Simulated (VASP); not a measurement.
A run of VASP 6.6.1:

The input INCAR:

```
SYSTEM = KF
PREC     = Accurate       ! precision mode
ENCUT    = 520            ! plane-wave cutoff, eV
EDIFF    = 1E-6           ! SCF threshold, eV
ISMEAR   = -1             ! smearing method
SIGMA    = 0.02           ! smearing width, eV
LREAL    = .False.        ! projectors in reciprocal space
LASPH    = .True.         ! aspherical terms in the spheres
NELM     = 80             ! most SCF steps
ALGO     = Normal         ! electronic algorithm
ISIF     = 2              ! what is computed and relaxed
LWAVE    = .False.        ! write WAVECAR
LCHARG   = .False.        ! write CHGCAR
GGA      = PE             ! functional
NBANDS   = 15             ! bands
```

Contents of KPOINTS:

```
regular mesh
0
Gamma
  8 8 8
  0 0 0
```

The input POSCAR:

```
KF
1.0
    0.0964640140      2.9655253707      2.9655253707
    2.9655253707      0.0964640140      2.9655253707
    2.9655253707      2.9655253707      0.0964640140
K F
1 1
Direct
    0.0035807081      0.0035807081      0.0035807081
    0.2464192919      0.2464192919      0.2464192919
```

Potentials or basis: VASP PAW PBE potentials, release 64 (K_sv, F).

Command:

```bash
$ cat potpaw_PBE.64/K_sv/POTCAR potpaw_PBE.64/F/POTCAR > POTCAR
$ mpirun -np 1 vasp_std > vasp.out
```

Hardware: 1 thread of Intel Xeon 8259CL, on a shared host.

Task: How long does it take, and how much memory?

Result: It took 56 s on 1 thread of Intel Xeon 8259CL, on a shared host, peak memory 0.2 GiB. Counts: scf iterations 14, k points 65.
